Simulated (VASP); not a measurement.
Os, 2 atoms in the cell. The structure is hexagonal, space group P6_3/mmc (No. 194). The conventional cell has a = 2.771 Å, b = 2.771 Å, c = 4.381 Å, α = 90.00°, β = 90.00°, γ = 120.00°. Within 3.6 Å of Os (site symmetry -6m2) lie 12 Os at 2.71 to 2.77 Å. 

* Program: VASP 6.6.1
* Task: relaxation of shape and atoms at fixed volume
* Functional: PBE
* Potentials or basis: VASP PAW PBE potentials, release 64 (Os)
* Cutoff: 600 eV
* k mesh: 18 × 18 × 10
* Occupations: gaussian, width 0.05 eV
* Spin: no spin polarisation
* Dipole correction: no
* Further INCAR settings: ALGO = Normal; EDIFF = 1e-06; IBRION = 2; EDIFFG = -0.01; NSW = 60; ISIF = 4

Potentials or basis: VASP PAW PBE potentials, release 64 (Os).

The run is started by

```sh
$ cat potpaw_PBE.64/Os/POTCAR > POTCAR
$ mpirun -np 1 vasp_std > vasp.out
```

Hardware: 1 thread of Intel(R) Xeon(R) Platinum 8259CL CPU @ 2.50GHz (Skylake/Cascade Lake), with other jobs on the host.

Question: How long does it take, and how much memory?

Answer: It took 110 s on 1 thread of Intel(R) Xeon(R) Platinum 8259CL CPU @ 2.50GHz (Skylake/Cascade Lake), with other jobs on the host, peak memory 0.23 GiB. Counts: scf iterations 20, k points 222, ion steps 3.
